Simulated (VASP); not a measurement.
# AlPtO (Pmmn) in VASP: further runs

Aim: see how the results for AlPtO move with the level of theory and the settings. Levels: r2SCAN+U, r2SCAN. Tasks: single point.

All numbers are computed with VASP 6.6.1; they aren't measurements. Logs are shortened: lines on timing, memory, paths and dates and some standing lists are left out, and cuts for length are marked.

### 1 The cell of the first run

The structure is orthorhombic, space group Pmmn (No. 59). The conventional cell has a = 3.326 Å, b = 3.335 Å, c = 7.067 Å, α = 90.00°, β = 90.00°, γ = 90.00°. Al (site symmetry mm2) has 4 O at 1.67 to 1.90 Å within 2.2 Å. Within 2.2 Å of O (site symmetry mm2) lie 4 Al at 1.67 to 1.90 Å. Pt (site symmetry mm2) has 2 Al at 2.33 Å and 5 O at 2.54 to 2.90 Å within 3.1 Å.

### 2 Single point, r2SCAN+U

The input, POSCAR:

```
AlPtO
1.0
    3.3351930000      0.0000000000      0.0000000000
    0.0000000000      3.3259800000      0.0000000000
    0.0000000000      0.0000000000      7.0665550000
Al O Pt
2 2 2
Direct
    0.0000000000      0.5000000000      0.0700000000
    0.5000000000      0.0000000000      0.9300000000
    0.0000000000      0.0000000000      0.9400000000
    0.5000000000      0.5000000000      0.0600000000
    0.0000000000      0.0000000000      0.3000000000
    0.5000000000      0.5000000000      0.7000000000
```

The input, INCAR.step1:

```
SYSTEM = AlPtO
PREC     = Accurate       ! precision mode
ENCUT    = 520            ! plane-wave cutoff, eV
ISMEAR   = -5             ! smearing method
SIGMA    = 0.1            ! smearing width, eV
LREAL    = .FALSE.        ! projectors in reciprocal space
LASPH    = .TRUE.         ! aspherical terms in the spheres
NELM     = 150            ! most SCF steps
LMAXMIX  = 4              ! l up to which the mixer works
LDAU     = .TRUE.         ! DFT+U
LDAUTYPE = 2            
LDAUL    = -1 -1 2        ! shell
LDAUU    = 0 0 5          ! U, eV
LDAUJ    = 0 0 0        
NBANDS   = 28             ! bands
GGA      = PE             ! functional
ALGO     = Normal         ! electronic algorithm
EDIFF    = 1E-4           ! SCF threshold, eV
LWAVE    = .TRUE.         ! write WAVECAR
LCHARG   = .FALSE.        ! write CHGCAR
```

The input, INCAR.step2:

```
SYSTEM = AlPtO
PREC     = Accurate       ! precision mode
ENCUT    = 520            ! plane-wave cutoff, eV
EDIFF    = 1E-7           ! SCF threshold, eV
ISMEAR   = -5             ! smearing method
SIGMA    = 0.1            ! smearing width, eV
LREAL    = .FALSE.        ! projectors in reciprocal space
LASPH    = .TRUE.         ! aspherical terms in the spheres
NELM     = 150            ! most SCF steps
ALGO     = Normal         ! electronic algorithm
ISIF     = 2              ! what is computed and relaxed
LWAVE    = .FALSE.        ! write WAVECAR
LCHARG   = .FALSE.        ! write CHGCAR
LMAXMIX  = 4              ! l up to which the mixer works
LDAU     = .TRUE.         ! DFT+U
LDAUTYPE = 2            
LDAUL    = -1 -1 2        ! shell
LDAUU    = 0 0 5          ! U, eV
LDAUJ    = 0 0 0        
LDAUPRINT= 1            
METAGGA  = R2SCAN         ! meta-GGA
LMIXTAU  = .TRUE.       
NBANDS   = 28             ! bands
ISTART   = 1
```

The input, KPOINTS:

```
Automatic mesh
0
G
  5 5 3
  0 0 0
```

Potentials or basis: VASP PAW PBE potentials, release 64 (Al, O, Pt).

Launch:

```
$ cat potpaw_PBE.64/Al/POTCAR potpaw_PBE.64/O/POTCAR potpaw_PBE.64/Pt/POTCAR > POTCAR
$ cp INCAR.step1 INCAR
$ mpirun -np 1 vasp_std > vasp.out
$ cp INCAR.step2 INCAR
$ mpirun -np 1 vasp_std > vasp.out
```

OUTCAR:

```text
SYSTEM = AlPtO
   PREC = Accurate
   ENCUT = 520
   EDIFF = 1E-7
   ISMEAR = -5
   LREAL = .FALSE.
   LASPH = .TRUE.
   NELM = 150
   ISIF = 2
   METAGGA = R2SCAN
   ISTART = 1

 ion  position               nearest neighbor table
   1  0.000  0.500  0.070-   4 1.67   4 1.67   3 1.90   3 1.90   5 2.33   5 2.33   2 2.55   2 2.55
                             2 2.55   2 2.55   6 3.10   6 3.10
   2  0.500  0.000  0.930-   3 1.67   3 1.67   4 1.90   4 1.90   6 2.33   6 2.33   1 2.55   1 2.55
                             1 2.55   1 2.55   5 3.10   5 3.10
   3  0.000  0.000  0.940-   2 1.67   2 1.67   1 1.90   1 1.90   5 2.54
   4  0.500  0.500  0.060-   1 1.67   1 1.67   2 1.90   2 1.90   6 2.54
   5  0.000  0.000  0.300-   1 2.33   1 2.33   3 2.54   2 3.10   2 3.10
   6  0.500  0.500  0.700-   2 2.33   2 2.33   4 2.54   1 3.10   1 3.10

  LATTYP: Found a simple orthorhombic cell.
 ALAT       =     3.3259800000
 B/A-ratio  =     1.0027700106
 C/A-ratio  =     2.1246534856

  Lattice vectors:

 A1 = (   0.0000000000,  -3.3259800000,   0.0000000000)
 A2 = (   3.3351930000,   0.0000000000,   0.0000000000)
 A3 = (   0.0000000000,   0.0000000000,   7.0665550000)

Analysis of symmetry for initial positions (statically):
=====================================================================
 Subroutine PRICEL returns:
 Original cell was already a primitive cell.

 Routine SETGRP: Setting up the symmetry group for a
 simple orthorhombic supercell.

 Subroutine GETGRP returns: Found  8 space group operations
 (whereof  4 operations were pure point group operations)
 out of a pool of  8 trial point group operations.

The static configuration has the point symmetry C_2v.
 The point group associated with its full space group is D_2h.

Analysis of symmetry for dynamics (positions and initial velocities):
=====================================================================
 Subroutine PRICEL returns:
 Original cell was already a primitive cell.

 Routine SETGRP: Setting up the symmetry group for a
 simple orthorhombic supercell.
[... 195 lines left out ...]
  0.0000  0.0000  0.0014  0.0000  0.8452

spin component  2

  0.9385  0.0000  0.0000  0.0000  0.0000
  0.0000  0.8951  0.0000  0.0000  0.0000
  0.0000  0.0000  0.9300  0.0000  0.0014
  0.0000  0.0000  0.0000  0.9199  0.0000
  0.0000  0.0000  0.0014  0.0000  0.8452

 occupancies and eigenvectors

  o =  0.8452  v =  0.0000  0.0000 -0.0167  0.0000  0.9999  0.0000  0.0000  0.0000  0.0000  0.0000      0.0000  0.0000  0.0000  0.0000  0.0000  0.0000  0.0000  0.0000  0.0000  0.0000
  o =  0.8452  v =  0.0000  0.0000  0.0000  0.0000  0.0000  0.0000  0.0000 -0.0167  0.0000  0.9999      0.0000  0.0000  0.0000  0.0000  0.0000  0.0000  0.0000  0.0000  0.0000  0.0000
  o =  0.8951  v =  0.0000  0.0000  0.0000  0.0000  0.0000  0.0000  1.0000  0.0000  0.0000  0.0000      0.0000  0.0000  0.0000  0.0000  0.0000  0.0000  0.0000  0.0000  0.0000  0.0000
  o =  0.8951  v =  0.0000  1.0000  0.0000  0.0000  0.0000  0.0000  0.0000  0.0000  0.0000  0.0000      0.0000  0.0000  0.0000  0.0000  0.0000  0.0000  0.0000  0.0000  0.0000  0.0000
  o =  0.9199  v =  0.0000  0.0000 -0.0000 -1.0000  0.0000  0.0000  0.0000  0.0000  0.0000  0.0000      0.0000  0.0000  0.0000  0.0000  0.0000  0.0000  0.0000  0.0000  0.0000  0.0000
  o =  0.9199  v =  0.0000  0.0000  0.0000  0.0000  0.0000  0.0000  0.0000 -0.0000 -1.0000  0.0000      0.0000  0.0000  0.0000  0.0000  0.0000  0.0000  0.0000  0.0000  0.0000  0.0000
  o =  0.9301  v =  0.0000  0.0000 -0.9999  0.0000 -0.0167  0.0000  0.0000  0.0000  0.0000  0.0000      0.0000  0.0000  0.0000  0.0000  0.0000  0.0000  0.0000  0.0000  0.0000  0.0000
  o =  0.9301  v =  0.0000  0.0000  0.0000  0.0000  0.0000  0.0000  0.0000 -0.9999  0.0000 -0.0167      0.0000  0.0000  0.0000  0.0000  0.0000  0.0000  0.0000  0.0000  0.0000  0.0000
  o =  0.9385  v =  1.0000  0.0000  0.0000  0.0000  0.0000  0.0000  0.0000  0.0000  0.0000  0.0000      0.0000  0.0000  0.0000  0.0000  0.0000  0.0000  0.0000  0.0000  0.0000  0.0000
  o =  0.9385  v =  0.0000  0.0000  0.0000  0.0000  0.0000  1.0000  0.0000  0.0000  0.0000  0.0000      0.0000  0.0000  0.0000  0.0000  0.0000  0.0000  0.0000  0.0000  0.0000  0.0000

 number of electron      38.0000005 magnetization

 Free energy of the ion-electron system (eV)
  ---------------------------------------------------
  ext. energy  EPLUGINS =         0.00000000
  ---------------------------------------------------
  free energy    TOTEN  =      -126.68456613 eV

  energy without entropy =     -126.68456613  energy(sigma->0) =     -126.68456613

 E-fermi :   7.1778     XC(G=0): -11.7651

 val. band max:        7.2221078164   @ k =   0.4000   0.2000   0.3333
 cond. band min:       7.4553493786   @ k =   0.0000   0.4000   0.3333
 fundamental gap:      0.2332415622
 Fermi energy:         7.1778089605

 k-point     1 :       0.0000    0.0000    0.0000
  band No.  band energies     occupation
      1     -17.9759      2.00000
      2     -15.3455      2.00000
      3      -3.4917      2.00000
      4      -2.8129      2.00000
      5      -2.1053      2.00000
      6      -0.1966      2.00000
[... 547 lines left out ...]
     27      17.4696      0.00000
     28      18.2260      0.00000

------------------------ aborting loop because EDIFF is reached ----------------------------------------

  FORCE on cell =-STRESS in cart. coord.  units (eV):
  Direction    XX          YY          ZZ          XY          YZ          ZX
  --------------------------------------------------------------------------------------
  -------------------------------------------------------------------------------------
  Total       24.8402567      7.7421313     12.4824509      0.0000000      0.0000000      0.0000000
  in kB      507.7130360    158.2423663    255.1303358      0.0000000      0.0000000      0.0000000
  external PRESSURE =     307.0285794 kB  Pullay stress =       0.0000000 kB

 VOLUME and BASIS-vectors are now :
 -----------------------------------------------------------------------------
  energy-cutoff  :      520.00
  volume of cell :       78.39
      direct lattice vectors                 reciprocal lattice vectors
     3.335193000  0.000000000  0.000000000     0.299832723  0.000000000  0.000000000
     0.000000000  3.325980000  0.000000000     0.000000000  0.300663263  0.000000000
     0.000000000  0.000000000  7.066555000     0.000000000  0.000000000  0.141511670

 POSITION                                       TOTAL-FORCE (eV/Angst)
 -----------------------------------------------------------------------------------
      0.00000      1.66299      0.49466         0.000000      0.000000      2.519813
      1.66760      0.00000      6.57190         0.000000      0.000000     -2.519813
      0.00000      0.00000      6.64256         0.000000      0.000000      0.722554
      1.66760      1.66299      0.42399         0.000000      0.000000     -0.722554
      0.00000      0.00000      2.11997         0.000000      0.000000      4.082106
      1.66760      1.66299      4.94659         0.000000      0.000000     -4.082106
 -----------------------------------------------------------------------------------
    total drift:                                0.000000      0.000000      0.000000

  FREE ENERGIE OF THE ION-ELECTRON SYSTEM (eV)
  ---------------------------------------------------
  free  energy   TOTEN  =      -126.6845661271 eV

  energy  without entropy=     -126.6845661271  energy(sigma->0) =     -126.68456613
```

It took 2 min on 1 thread of Intel Xeon Platinum 8488C (Sapphire Rapids), shared host; peak memory 0.22 GiB.

What came out:

| Quantity | Value |
| --- | --- |
| Free energy | -126.6846 eV |
| Pressure | 30.7 GPa |
| Largest force | 4.082 eV/Å |
| Band gap on the k mesh | zero (band 19 reaches 8.00 eV, above the bottom of band 20 at 6.02 eV) |

Forces on the atoms (eV/Å):
```
Al   0.000  0.000  2.520
Al   0.000  0.000 -2.520
O    0.000  0.000  0.723
O    0.000  0.000 -0.723
Pt   0.000  0.000  4.082
Pt   0.000  0.000 -4.082
```

Stress tensor (GPa, compression positive):
```
50.77  0.00  0.00
 0.00 15.82  0.00
 0.00  0.00 25.51
```

Eigenvalues of the final occupation matrices:
```csv
site,spin,trace,eigenvalues
site 5 d,1,4.53,0.85 0.90 0.92 0.93 0.94
site 5 d,2,4.53,0.85 0.90 0.92 0.93 0.94
site 6 d,1,4.53,0.85 0.90 0.92 0.93 0.94
site 6 d,2,4.53,0.85 0.90 0.92 0.93 0.94
```

Caveat: the k points lie up to 0.38 Å⁻¹ apart; the PAW data sets were made with another functional, which shifts forces and pressure a little; spin-orbit coupling is left out, which moves the levels of the heavy elements; U without spin polarisation on a metal has little footing; tetrahedron occupations give inexact forces and stress in metals.

### 3 Single point, r2SCAN

POSCAR is that of step 2.

The input, INCAR.step1:

```
PREC = Accurate
ENCUT = 660
ISMEAR = -1
SIGMA = 0.1
LREAL = False
LASPH = True
NELM = 120
NBANDS = 28
GGA = PE
ALGO = Normal
EDIFF = 1E-5
LWAVE = True
LCHARG = False
GGA_COMPAT = False
```

The input, INCAR.step2:

```
PREC = Accurate
ENCUT = 660
EDIFF = 1E-6
ISMEAR = -1
SIGMA = 0.1
LREAL = False
LASPH = True
NELM = 120
ALGO = Normal
ISIF = 2
LWAVE = False
LCHARG = False
METAGGA = R2SCAN
LMIXTAU = True
NBANDS = 28
ISTART = 1
GGA_COMPAT = False
```

The input, KPOINTS:

```
regular mesh
0
Gamma
  5 5 3
```

Potentials or basis: VASP PAW PBE potentials, release 64 (Al, O, Pt).

Launch:

```
$ cat potpaw_PBE.64/Al/POTCAR potpaw_PBE.64/O/POTCAR potpaw_PBE.64/Pt/POTCAR > POTCAR
$ cp INCAR.step1 INCAR
$ mpirun -np 1 vasp_std > vasp.out
$ cp INCAR.step2 INCAR
$ mpirun -np 1 vasp_std > vasp.out
```

OUTCAR:

```text
PREC = Accurate
   ENCUT = 660
   EDIFF = 1E-6
   ISMEAR = -1
   LREAL = False
   LASPH = True
   NELM = 120
   ISIF = 2
   METAGGA = R2SCAN
   ISTART = 1

 ion  position               nearest neighbor table
   1  0.000  0.500  0.070-   4 1.67   4 1.67   3 1.90   3 1.90   5 2.33   5 2.33   2 2.55   2 2.55
                             2 2.55   2 2.55   6 3.10   6 3.10
   2  0.500  0.000  0.930-   3 1.67   3 1.67   4 1.90   4 1.90   6 2.33   6 2.33   1 2.55   1 2.55
                             1 2.55   1 2.55   5 3.10   5 3.10
   3  0.000  0.000  0.940-   2 1.67   2 1.67   1 1.90   1 1.90   5 2.54
   4  0.500  0.500  0.060-   1 1.67   1 1.67   2 1.90   2 1.90   6 2.54
   5  0.000  0.000  0.300-   1 2.33   1 2.33   3 2.54   2 3.10   2 3.10
   6  0.500  0.500  0.700-   2 2.33   2 2.33   4 2.54   1 3.10   1 3.10

  LATTYP: Found a simple orthorhombic cell.
 ALAT       =     3.3259800000
 B/A-ratio  =     1.0027700106
 C/A-ratio  =     2.1246534856

  Lattice vectors:

 A1 = (   0.0000000000,  -3.3259800000,   0.0000000000)
 A2 = (   3.3351930000,   0.0000000000,   0.0000000000)
[... 179 lines left out ...]
 E-fermi :   7.4451     XC(G=0): -11.8868

 val. band max:        7.3831913905   @ k =   0.4000   0.0000   0.0000
 cond. band min:       7.4832010838   @ k =   0.0000   0.4000   0.3333
 fundamental gap:      0.1000096933
 Fermi energy:         7.4451190176

 k-point     1 :       0.0000    0.0000    0.0000
  band No.  band energies     occupation
      1     -17.5178      2.00000
      2     -14.8739      2.00000
      3      -3.0077      2.00000
      4      -2.3281      2.00000
      5      -1.8463      2.00000
      6       0.3049      2.00000
[... 547 lines left out ...]
     27      17.8409      0.00000
     28      18.4642      0.00000

------------------------ aborting loop because EDIFF is reached ----------------------------------------

  FORCE on cell =-STRESS in cart. coord.  units (eV):
  Direction    XX          YY          ZZ          XY          YZ          ZX
  --------------------------------------------------------------------------------------
  -------------------------------------------------------------------------------------
  Total       24.1036111     10.5787377     17.6105372      0.0000000      0.0000000      0.0000000
  in kB      492.6566469    216.2201100    359.9439184      0.0000000      0.0000000      0.0000000
  external PRESSURE =     356.2735584 kB  Pullay stress =       0.0000000 kB

 VOLUME and BASIS-vectors are now :
 -----------------------------------------------------------------------------
  energy-cutoff  :      660.00
  volume of cell :       78.39
      direct lattice vectors                 reciprocal lattice vectors
     3.335193000  0.000000000  0.000000000     0.299832723  0.000000000  0.000000000
     0.000000000  3.325980000  0.000000000     0.000000000  0.300663263  0.000000000
     0.000000000  0.000000000  7.066555000     0.000000000  0.000000000  0.141511670

 POSITION                                       TOTAL-FORCE (eV/Angst)
 -----------------------------------------------------------------------------------
      0.00000      1.66299      0.49466         0.000000      0.000000      1.767321
      1.66760      0.00000      6.57190         0.000000      0.000000     -1.767321
      0.00000      0.00000      6.64256         0.000000      0.000000      0.792427
      1.66760      1.66299      0.42399         0.000000      0.000000     -0.792427
      0.00000      0.00000      2.11997         0.000000      0.000000      5.498379
      1.66760      1.66299      4.94659         0.000000      0.000000     -5.498379
 -----------------------------------------------------------------------------------
    total drift:                                0.000000      0.000000      0.000000

  FREE ENERGIE OF THE ION-ELECTRON SYSTEM (eV)
  ---------------------------------------------------
  free  energy   TOTEN  =      -132.0731056739 eV

  energy  without entropy=     -132.0187604235  energy(sigma->0) =     -132.04593305
```

OUTCAR.step1:

```text
PREC = Accurate
   ENCUT = 660
   ISMEAR = -1
   LREAL = False
   LASPH = True
   NELM = 120
[... 790 lines left out ...]
      1.66760      1.66299      0.42399         0.000000      0.000000     -0.540985
      0.00000      0.00000      2.11997         0.000000      0.000000      5.562598
      1.66760      1.66299      4.94659         0.000000      0.000000     -5.562598
 -----------------------------------------------------------------------------------
    total drift:                                0.000000      0.000000      0.000000

  FREE ENERGIE OF THE ION-ELECTRON SYSTEM (eV)
  ---------------------------------------------------
  free  energy   TOTEN  =       -32.0692113077 eV

  energy  without entropy=      -32.0106248281  energy(sigma->0) =      -32.03991807
```

Run time: 5.1 min. Hardware: 1 thread of AMD EPYC 7R13, shared host; peak memory 0.22 GiB.

What came out:

```yaml
Free_energy: -132.0731 eV
Pressure: 35.6 GPa
Largest_force: 5.498 eV/Å
Band_gap_on_the_k_mesh: zero (band 19 reaches 7.98 eV, above the bottom of band 20 at 6.63 eV)
```

Forces in eV/Å, atoms in the order of the input:
```
Al   0.000  0.000  1.767
Al   0.000  0.000 -1.767
O    0.000  0.000  0.792
O    0.000  0.000 -0.792
Pt   0.000  0.000  5.498
Pt   0.000  0.000 -5.498
```

Stress tensor (GPa, compression positive):
```
49.27  0.00  0.00
 0.00 21.62  0.00
 0.00  0.00 35.99
```

Levels at points of the mesh, in eV from the Fermi level:
| k point | band 15 | band 16 | band 17 | band 18 | band 19 | band 20 | band 21 | band 22 | band 23 | band 24 |
| --- | --- | --- | --- | --- | --- | --- | --- | --- | --- | --- |
| (0.00, 0.00, 0.00) | -1.32 | -1.28 | -1.27 | -0.92 | -0.79 | 0.63 | 1.60 | 5.68 | 9.06 | 9.20 |

Caveat: the k points lie up to 0.38 Å⁻¹ apart; the PAW data sets were made with another functional, which shifts forces and pressure a little; spin-orbit coupling is left out, which moves the levels of the heavy elements.

(Part 1 of 2 ends here.)
